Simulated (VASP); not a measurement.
# Si17O32 (a cell with a defect) in VASP: further runs, part 2 of 2

VASP 6.6.1.

### 3 Single point, LDA

The input, INCAR:

```
SYSTEM = Si17O32
PREC     = Accurate       ! precision mode
ENCUT    = 520            ! plane-wave cutoff, eV
EDIFF    = 1E-6           ! SCF threshold, eV
ISMEAR   = -1             ! smearing method
SIGMA    = 0.02           ! smearing width, eV
LREAL    = Auto         
LASPH    = .TRUE.         ! aspherical terms in the spheres
NELM     = 80             ! most SCF steps
ALGO     = Normal         ! electronic algorithm
ISIF     = 2              ! what is computed and relaxed
LWAVE    = .FALSE.        ! write WAVECAR
LCHARG   = .TRUE.         ! write CHGCAR
GGA      = CA             ! functional
LELF     = .TRUE.         ! ELF
LVHAR    = .TRUE.       
NBANDS   = 160            ! bands
```

The input, KPOINTS:

```
regular mesh
0
G
  1 1 1
  0 0 0
```

The input, POSCAR:

```
Si17O32
1.0
   -9.0162770000      0.0000000000      0.0000000000
    0.0000000000    -10.2546200000      0.0000000000
    0.0000000000      0.0000000000      8.9926990000
Si O
17 32
Direct
    0.3351494192      0.6167756582      0.8824380756
    0.1883926148      0.6328074565      0.5476109008
    0.3254225663      0.3475604167      0.1217098448
    0.1387490646      0.3553422750      0.4301378263
    0.6652302275      0.6211931793      0.8946924611
    0.6666277001      0.3618369086      0.0896727445
    0.8281023309      0.6625989066      0.5798148031
    0.8037020158      0.3925645221      0.4072859550
    0.8192738533      0.1244317196      0.9114282597
    0.6639547565      0.1625413716      0.5982964625
    0.8096579109      0.8574086607      0.0673212792
    0.6926916731      0.8950892378      0.4273800335
    0.1839118297      0.1155771740      0.9361371931
    0.2364723267      0.8269150880      0.1001145485
    0.3046822985      0.1186489602      0.6030558790
    0.3447431795      0.8597685726      0.4036051913
    0.9477969676      0.6909958633      0.1813026323
    0.6931464062      0.4963616399     -0.0121431842
    0.7487458515      0.3965334649      0.2429192837
    0.7732127130      0.5305023492      0.4976481477
   -0.0375210300      0.3290711894      0.4368321457
    0.1938161394      0.3466437567      0.2559520785
    0.7844923132      0.6342409568      0.7635416242
    0.2972956576      0.4799007667     -0.0066831993
    0.2461215422      0.6018067954      0.7201508691
    0.2487390305      0.2458014046      0.0030357960
    0.0096381245      0.1127979389      0.9028768782
    0.0068764524      0.6702929996      0.5736542500
    0.1173544247      0.7363705335      0.1786560409
    0.2226306934      0.4994236744      0.4583940817
    0.2490717621      0.7499839097     -0.0415559333
    0.2120941936      0.2442118772      0.5362683661
    0.2441695170      0.7490379946      0.4469181055
    0.2001047661     -0.0060168002      0.0576022838
    0.3604924738      0.8709732784      0.2364918474
    0.2837756648     -0.0029840209      0.4746517147
    0.5180519631      0.8399433621      0.4368210256
    0.7450636222      0.8891309478      0.2540838963
    0.2434929628      0.0776430526      0.7540783918
    0.7597370844     -0.0128917503     -0.0167802792
    0.7530491798      0.1624145995      0.7547678400
    0.6850055738      0.7396568571      0.0204721630
    0.5032786814      0.6458747374      0.8301845753
    0.4947496622      0.1372259528      0.6037230869
    0.4866088298      0.3791656834      0.1537914257
    0.7294363294      0.0419323193      0.4900530975
    0.7584837955      0.2324220693      0.0387091795
    0.7947626276      0.8035305062      0.5237470975
    0.7206411249      0.3003719299      0.5263492084
```

Potentials or basis: VASP PAW LDA potentials, release 64 (Si, O).

Command:

```
$ cat potpaw_LDA.64/Si/POTCAR potpaw_LDA.64/O/POTCAR > POTCAR
$ mpirun -np 1 vasp_gam > vasp.out
```

Wall time 2.5 min (1 thread of Intel Xeon 6975P-C (Granite Rapids), shared host); peak memory 0.52 GiB.

Results (log left out):

```yaml
Free_energy: -407.2281 eV
Pressure: -3.8 GPa
Largest_force: 8.278 eV/Å
Band_gap_on_the_k_mesh: 2.23 eV
```

Forces on the atoms (eV/Å):
```
Si   3.144  1.748  0.113
Si   2.838  0.942  2.910
Si   7.399 -2.679 -2.567
Si  -2.188 -0.249 -0.840
Si  -1.392 -3.656  0.369
Si  -0.410 -2.163  0.615
Si  -1.621  2.647  2.731
Si   1.180 -0.748  3.303
Si  -2.160  0.448  1.730
Si  -3.127  0.203 -2.438
Si   2.438  1.639  2.822
Si   1.782 -1.333 -1.936
Si   0.580  3.525 -1.173
Si  -0.999 -7.032  3.935
Si  -2.013  0.574 -5.003
Si  -2.945 -4.563  2.635
Si   0.598  0.124  0.161
O    0.418  4.466  1.438
O   -0.032  0.011 -0.342
O   -0.345 -0.581 -1.159
O   -2.310 -1.055 -0.607
O   -1.997  0.698 -1.428
O   -0.206 -0.598 -2.205
O   -0.887 -2.131 -0.624
O   -0.605 -0.717  0.078
O   -1.508  0.182  0.458
O    3.780 -1.297  0.104
O   -2.357  1.242 -0.407
O    0.253 -0.036  1.442
O    1.683  0.915  0.540
O   -3.157  3.509 -4.724
O   -0.701  0.149  0.138
O    1.651  2.997  1.823
O   -0.587  1.746 -0.922
O    2.102  1.098 -7.164
O   -0.323 -1.211  1.591
O   -2.548 -0.491  1.734
O   -0.666  0.343 -1.116
O    0.839 -0.158  5.215
O   -0.368 -1.706 -1.525
O    0.432  0.328  0.164
O   -0.600 -0.269 -0.947
O    1.403  0.619  0.311
O    4.183 -0.365  0.746
O   -5.332  1.849 -0.037
O    0.986 -0.322  0.708
O    0.891 -0.390 -1.180
O    0.709  0.138  0.464
O    2.092  1.608  0.065
```

Stress tensor (GPa, compression positive):
```
-2.20  0.14 -1.92
 0.14 -5.51  0.43
-1.92  0.43 -3.64
```

Levels at points of the mesh, in eV from the valence-band top:
| k point | band 126 | band 127 | band 128 | band 129 | band 130 | band 131 | band 132 | band 133 | band 134 | band 135 |
| --- | --- | --- | --- | --- | --- | --- | --- | --- | --- | --- |
| (0.00, 0.00, 0.00) | -1.88 | -1.76 | -1.65 | -1.60 | 0.00 | 2.23 | 2.47 | 3.31 | 3.86 | 4.21 |

Caveat: the k points lie up to 0.70 Å⁻¹ apart.

### 4 Single point, LDA

The input, INCAR:

```
SYSTEM = Si17O32
  PREC = Accurate
  ENCUT = 520
  EDIFF = 1E-6
  ISMEAR = -1
  SIGMA = 0.02
  LREAL = Auto
  LASPH = .True.
  NELM = 100
  ALGO = Normal
  ISIF = 2
  LWAVE = .False.
  LCHARG = .False.
  NBANDS = 160
```

The input, KPOINTS:

```
Automatic mesh
0
Gamma
  1 1 1
  0 0 0
```

The input, POSCAR:

```
Si17O32
1.0
   -9.0162770000      0.0000000000      0.0000000000
    0.0000000000    -10.2546200000      0.0000000000
    0.0000000000      0.0000000000      8.9926990000
Si O
17 32
Direct
    0.3529949224      0.6050151054      0.9024876736
    0.1875164217      0.6357524706      0.5800928064
    0.3124349440      0.3467120186      0.0816440092
    0.1807841529      0.3627438169      0.4120342513
    0.6853383054      0.6157322261      0.8949593442
    0.6661396938      0.3791851868      0.0931199854
    0.8474007620      0.6540174087      0.5498460473
    0.8369197175      0.3683803008      0.3996909048
    0.8087040804      0.1234175425      0.9287089449
    0.6744468920      0.1489572505      0.5941486533
    0.7636189527      0.8499388568      0.0997364640
    0.6588528724      0.9030758819      0.4215642045
    0.1607315303      0.1176835417      0.9233712815
    0.2350193988      0.8207812674      0.1008039967
    0.2946005319      0.1297463972      0.5943265754
    0.3196774012      0.8879607435      0.4357979734
    0.9383473911      0.7023175895      0.1960924079
    0.7412483002      0.5091656249      0.0050374198
    0.7126112030      0.3857675857      0.2670610903
    0.8542772144      0.5145778196      0.4771203840
    0.0082406519      0.3144728912      0.3771837576
    0.2428718639      0.3720761959      0.2516374672
    0.7824071953      0.6394483657      0.7536891872
    0.2774981292      0.4701295611     -0.0320927010
    0.2467204590      0.6216905161      0.7535223852
    0.2532863620      0.2108318007      0.0342611267
   -0.0133979912      0.1699721686      0.9061461970
    0.0215942789      0.6956864321      0.5566849285
    0.0909577201      0.7318262403      0.1015045650
    0.1958236199      0.5036071546      0.4819910018
    0.3425582422      0.7170329081      0.0184371789
    0.2653645180      0.2641151013      0.4989047226
    0.3042497474      0.7270088994      0.5067777761
    0.1875829680     -0.0304155590     -0.0007339287
    0.3002902417      0.8782480482      0.2601554884
    0.2420622170      0.0035106128      0.5031970936
    0.5025244899      0.8905156895      0.4748185167
    0.6645869465      0.8988533949      0.2526716395
    0.1805956050      0.1331887481      0.7281128836
    0.8093695435     -0.0177480979      0.0062161538
    0.7612232854      0.1451930935      0.7662660565
    0.6634445681      0.7534750191      0.0002668832
    0.5142255501      0.5560713122      0.8530253264
    0.4746748575      0.1280203460      0.6162777160
    0.4931081864      0.3688678859      0.0796312653
    0.7208074907      0.0318588110      0.4925773675
    0.7439877901      0.2376977401      0.0442581254
    0.7730907114      0.7896245790      0.4800116183
    0.7432225075      0.2906104761      0.5342111417
```

Potentials or basis: VASP PAW LDA potentials, release 64 (Si, O).

Command:

```
$ cat potpaw_LDA.64/Si/POTCAR potpaw_LDA.64/O/POTCAR > POTCAR
$ mpirun -np 1 vasp_gam > vasp.out
```

OUTCAR:

```text
SYSTEM = Si17O32
   PREC = Accurate
   ENCUT = 520
   EDIFF = 1E-6
   ISMEAR = -1
   LREAL = Auto
   LASPH = .True.
   NELM = 100
   ISIF = 2

 ion  position               nearest neighbor table
   1  0.353  0.605  0.902-  31 1.55  43 1.60  24 1.65  25 1.66   5 3.00  14 3.03   3 3.12
   2  0.188  0.636  0.580-  33 1.56  30 1.62  28 1.63  25 1.65   7 3.08  16 3.13
   3  0.312  0.347  0.082-  26 1.55  45 1.64  24 1.66  22 1.67  13 3.07   1 3.12
   4  0.181  0.363  0.412-  32 1.49  22 1.55  30 1.58  21 1.66  15 3.07   8 3.10
   5  0.685  0.616  0.895-  18 1.56  23 1.56  43 1.70  42 1.71   1 3.00   6 3.01  11 3.11
   6  0.666  0.379  0.093-  45 1.57  19 1.62  47 1.67  18 1.69   5 3.01
   7  0.847  0.654  0.550-  20 1.57  28 1.63  48 1.67  23 1.93   2 3.08
   8  0.837  0.368  0.400-  19 1.65  21 1.65  20 1.66  49 1.68   4 3.10
   9  0.809  0.123  0.929-  41 1.54  40 1.61  47 1.67  27 1.69
  10  0.674  0.149  0.594-  46 1.57  49 1.67  41 1.73  44 1.82  12 2.96
  11  0.764  0.850  0.100-  42 1.61  40 1.65  38 1.71  17 2.35  12 3.09   5 3.11
  12  0.659  0.903  0.422-  37 1.49  38 1.52  46 1.57  48 1.64  10 2.96  16 3.06  11 3.09
  13  0.161  0.118  0.923-  26 1.61  27 1.67  34 1.68  39 1.77   3 3.07
  14  0.235  0.821  0.101-  29 1.59  31 1.62  35 1.66  34 1.83   1 3.03  17 3.06
  15  0.295  0.130  0.594-  39 1.58  36 1.60  44 1.64  32 1.64  16 2.87   4 3.07
  16  0.320  0.888  0.436-  36 1.50  35 1.59  37 1.69  33 1.78  15 2.87  12 3.06   2 3.13
  17  0.938  0.702  0.196-  29 1.65  11 2.35  14 3.06
  18  0.741  0.509  0.005-   5 1.56   6 1.69
  19  0.713  0.386  0.267-   6 1.62   8 1.65
  20  0.854  0.515  0.477-   7 1.57   8 1.66
  21  0.008  0.314  0.377-   8 1.65   4 1.66
  22  0.243  0.372  0.252-   4 1.55   3 1.67
  23  0.782  0.639  0.754-   5 1.56   7 1.93
[... 24 lines left out ...]
  48  0.773  0.790  0.480-  12 1.64   7 1.67
  49  0.743  0.291  0.534-  10 1.67   8 1.68

  LATTYP: Found a simple orthorhombic cell.
 ALAT       =     8.9926990000
 B/A-ratio  =     1.0026219047
 C/A-ratio  =     1.1403272811

  Lattice vectors:

 A1 = (   0.0000000000,   0.0000000000,   8.9926990000)
 A2 = (  -9.0162770000,   0.0000000000,   0.0000000000)
 A3 = (   0.0000000000, -10.2546200000,   0.0000000000)

Analysis of symmetry for initial positions (statically):
=====================================================================
 Subroutine PRICEL returns:
[... 223 lines left out ...]
   LRPA    =     F    only Hartree local field effects (RPA)
 non-spin polarized calculation
  energy-cutoff  :      520.00
  volume of cell :      831.45
 maximum number of plane-waves:     11200
 NGX is ok and might be reduce to    70
   NGX = 33   NGY = 39   NGZ = 33

 number of electron     259.9999988 magnetization

 Free energy of the ion-electron system (eV)
  ---------------------------------------------------
  ext. energy  EPLUGINS =         0.00000000
  ---------------------------------------------------
  free energy    TOTEN  =      -407.94027765 eV

  energy without entropy =     -407.94027765  energy(sigma->0) =     -407.94027765

 E-fermi :   1.8585     XC(G=0):  -8.1135

 val. band max:        1.3764400310   @ k =   0.0000   0.0000   0.0000
 cond. band min:       2.8555171608   @ k =   0.0000   0.0000   0.0000
 fundamental gap:      1.4790771298
 Fermi energy:         1.8584736302

 k-point     1 :       0.0000    0.0000    0.0000
  band No.  band energies     occupation
      1     -20.6578      2.00000
      2     -20.1356      2.00000
      3     -20.1171      2.00000
      4     -19.9690      2.00000
      5     -19.6988      2.00000
      6     -19.6299      2.00000
[... 134 lines left out ...]
    141       6.5050      0.00000
    142       6.6053      0.00000
 [bands above 142 left out]

------------------------ aborting loop because EDIFF is reached ----------------------------------------

  FORCE on cell =-STRESS in cart. coord.  units (eV):
  Direction    XX          YY          ZZ          XY          YZ          ZX
  --------------------------------------------------------------------------------------
  -------------------------------------------------------------------------------------
  Total      -14.7178591    -19.3814233    -17.6062900     -0.1070357     -8.4424719      4.4881523
  in kB      -28.3607916    -37.3473142    -33.9266953     -0.2062540    -16.2683434      8.6485101
  external PRESSURE =     -33.2116004 kB  Pullay stress =       0.0000000 kB

 VOLUME and BASIS-vectors are now :
 -----------------------------------------------------------------------------
  energy-cutoff  :      520.00
  volume of cell :      831.45
      direct lattice vectors                 reciprocal lattice vectors
    -9.016277000  0.000000000  0.000000000    -0.110910523  0.000000000  0.000000000
     0.000000000-10.254620000  0.000000000     0.000000000 -0.097517022  0.000000000
     0.000000000  0.000000000  8.992699000     0.000000000  0.000000000  0.111201320

 POSITION                                       TOTAL-FORCE (eV/Angst)
 -----------------------------------------------------------------------------------
     -3.18270     -6.20420      8.11580         2.190114      3.873212     -2.677918
     -1.69070     -6.51940      5.21660         0.357793      1.291286      1.532684
     -2.81700     -3.55540      0.73420        -0.580437     -4.747485      1.455021
     -1.63000     -3.71980      3.70530         3.491496     -2.696472     -2.117883
     -6.17920     -6.31410      8.04810         3.074649     -1.869002     -0.511625
     -6.00610     -3.88840      0.83740        -2.549195      1.286978     -0.474084
[... 41 lines left out ...]
     -6.97040     -8.09730      4.31660        -0.213581      2.364989      0.890969
     -6.70110     -2.98010      4.80400         0.415657      1.590557     -0.655488
 -----------------------------------------------------------------------------------
    total drift:                                0.011111     -0.006736     -0.003834

  FREE ENERGIE OF THE ION-ELECTRON SYSTEM (eV)
  ---------------------------------------------------
  free  energy   TOTEN  =      -407.9402776523 eV

  energy  without entropy=     -407.9402776522  energy(sigma->0) =     -407.94027765
```

OSZICAR:

```text
N       E                     dE             d eps       ncg     rms          rms(c)
DAV:   1     0.272271917692E+04    0.27227E+04   -0.14527E+05   320   0.154E+03
DAV:   2    -0.152042504593E+03   -0.28748E+04   -0.27807E+04   440   0.376E+02
DAV:   3    -0.457516979818E+03   -0.30547E+03   -0.30388E+03   368   0.136E+02
[... 11 lines left out ...]
DAV:  15    -0.407940276447E+03   -0.25637E-04   -0.10419E-04   368   0.365E-02    0.214E-02
DAV:  16    -0.407940274014E+03    0.24337E-05   -0.17585E-05   360   0.227E-02    0.787E-03
DAV:  17    -0.407940276263E+03   -0.22492E-05   -0.16476E-05   376   0.173E-02    0.709E-03
DAV:  18    -0.407940277528E+03   -0.12653E-05   -0.47823E-06   368   0.825E-03    0.458E-03
DAV:  19    -0.407940277652E+03   -0.12420E-06   -0.71499E-07   232   0.317E-03
   1 F= -.40794028E+03 E0= -.40794028E+03  d E =-.342401E-10
```

stdout:

```text
POSCAR found type information on POSCAR SiO
 POSCAR found :  2 types and      49 ions
 scaLAPACK will be used
 LDA part: xc-table for (Slater(with rela. corr.)+CA(PZ))
 , standard interpolation
 POSCAR, INCAR and KPOINTS ok, starting setup
 FFT: planning ... GRIDC
 FFT: planning ... GRID_SOFT
 FFT: planning ... GRID
 WAVECAR not read
 entering main loop
```

Run time: 2.4 min. Hardware: 1 thread of Intel Xeon 6975P-C (Granite Rapids), shared host; peak memory 0.52 GiB.

What came out:

```
Free energy            : -407.9403 eV
Pressure               : -3.3 GPa
Largest force          : 8.678 eV/Å
Band gap on the k mesh : 1.48 eV
```

Forces on the atoms (eV/Å):
```
Si   2.190  3.873 -2.678
Si   0.358  1.291  1.533
Si  -0.580 -4.747  1.455
Si   3.491 -2.696 -2.118
Si   3.075 -1.869 -0.512
Si  -2.549  1.287 -0.474
Si   0.021 -2.005  2.827
Si   0.752 -0.548  1.374
Si  -2.962 -2.346  2.868
Si   1.107 -2.121  2.981
Si   0.142 -1.302  1.068
Si  -3.447  1.703  1.161
Si   2.474  1.291 -1.760
Si  -0.081 -3.357 -1.305
Si  -1.499 -2.361 -0.165
Si  -4.671  7.314  0.050
Si   0.123  0.722  0.333
O   -0.446  3.134  2.378
O   -1.395 -0.100  0.625
O    0.986  0.889 -0.358
O    1.999 -0.643  0.545
O   -2.199  0.038 -4.452
O   -1.497 -0.458 -4.099
O    0.635  0.805  1.203
O    0.296 -0.471 -0.329
O    0.133  1.416 -1.406
O   -0.840  1.498  1.762
O    0.038 -0.032  1.012
O    0.727 -0.533  0.787
O    0.469 -0.523  1.175
O   -0.647 -2.699  1.145
O   -2.369  4.640  3.235
O   -0.620 -4.925 -2.181
O   -0.680  1.253  0.267
O    1.046  0.758 -2.184
O    1.823 -1.980  0.801
O    6.233  0.248  1.026
O   -0.973  0.196 -5.429
O   -1.131  0.495  3.834
O    0.851  0.328  0.035
O    3.510  0.517 -4.843
O    0.249  1.399 -1.470
O   -1.964 -1.982  0.160
O   -2.568 -0.663  0.082
O    0.959  0.848  0.492
O   -1.369 -1.397  0.258
O    0.599 -0.139 -0.947
O   -0.214  2.365  0.891
O    0.416  1.591 -0.655
```

Caveat: the k points lie up to 0.70 Å⁻¹ apart.
